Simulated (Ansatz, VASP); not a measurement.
## One calculation of Si2W3, two programs

File INCAR:

```
SYSTEM = Si2W3
PREC = Accurate
ENCUT = 520
EDIFF = 1E-7
ISMEAR = 0
SIGMA = 0.15
LREAL = .False.
LASPH = .True.
NELM = 60
ALGO = Fast
ISIF = 2
LWAVE = .False.
LCHARG = .True.
GGA = PS
LELF = .True.
LVHAR = .True.
NBANDS = 61
```

The input KPOINTS:

```
regular mesh
0
Gamma
  6 6 12
  0 0 0
```

The input POSCAR:

```
Si2W3
1.0
    6.5824376030      0.0000000000      0.0000000000
    0.0000000000      6.5824376030      0.0000000000
    0.0000000000      0.0000000000      3.2749106436
Si W
4 6
Direct
    0.1397650763      0.6283915457      0.0000000000
    0.8602349237      0.3716084543      0.0000000000
    0.6283915457      0.8602349237      0.0000000000
    0.3716084543      0.1397650763      0.0000000000
    0.5000000000      0.5000000000      0.0000000000
    0.0000000000      0.0000000000      0.0000000000
    0.6705999759      0.1491153277      0.5000000000
    0.3294000241      0.8508846723      0.5000000000
    0.1491153277      0.3294000241      0.5000000000
    0.8508846723      0.6705999759      0.5000000000
```

Input for Ansatz:

```yaml
crystal:
  lattice:
    - [6.582437603, 0.0, 0.0]
    - [0.0, 6.582437603, 0.0]
    - [0.0, 0.0, 3.2749106436]
  atoms:
    - { symbol: Si, position: [0.1397650763, 0.6283915457, 0.0] }
    - { symbol: Si, position: [0.8602349237, 0.3716084543, 0.0] }
    - { symbol: Si, position: [0.6283915457, 0.8602349237, 0.0] }
    - { symbol: Si, position: [0.3716084543, 0.1397650763, 0.0] }
    - { symbol: W, position: [0.5, 0.5, 0.0] }
    - { symbol: W, position: [0.0, 0.0, 0.0] }
    - { symbol: W, position: [0.6705999759, 0.1491153277, 0.5] }
    - { symbol: W, position: [0.3294000241, 0.8508846723, 0.5] }
    - { symbol: W, position: [0.1491153277, 0.3294000241, 0.5] }
    - { symbol: W, position: [0.8508846723, 0.6705999759, 0.5] }
basis:
  ecutwfc: 420
kpoints:
  mp_grid: { grid: [6, 6, 12] }
hamiltonian:
  xc: pbesol
scf:
  occupations: { method: gaussian, width: 0.15 }
output:
  forces: true
  stress: true
  eigenvalues: true
```

Change from the starting cell: mode 4 (35.5 1/cm) frozen in, largest displacement +0.100 Å.

Alike in both runs: task single point; functional PBEsol; k mesh 6 × 6 × 12; occupations gaussian, width 0.15 eV; no spin polarisation.

|  | VASP | Ansatz |
| --- | --- | --- |
| version | VASP 6.6.1 | Ansatz 0.2.0 |
| potentials or method | VASP PAW PBE potentials, release 64 (Si, W_sv), cutoff 520 eV | scalar-relativistic, plane waves, PAW |
| valence electrons in the cell | 100 | 100 |

Ansatz gave:

```
gap on the k mesh at the Fermi level (eV)                     : none
pressure (GPa)                                                : 0.6
traceless stress, the component that is largest in VASP (GPa) : -0.92
rms of the force components (eV/Å)                            : 0.043
```

Question: Estimate VASP's values.

Answer: gap on the k mesh at the Fermi level (eV): none; pressure (GPa): 1.0; traceless stress, the component that is largest in VASP (GPa): -0.90; rms of the force components (eV/Å): 0.043.

VASP's potentials were made for PBE, not for PBEsol. Atom by atom the forces differ by 0.003 eV/Å (rms over components). A gap of «none» marks a metal or a gap that the smearing closes. The functional is the same, so the differences come from potentials, cutoffs and numerics.

Spin-orbit coupling is off throughout.
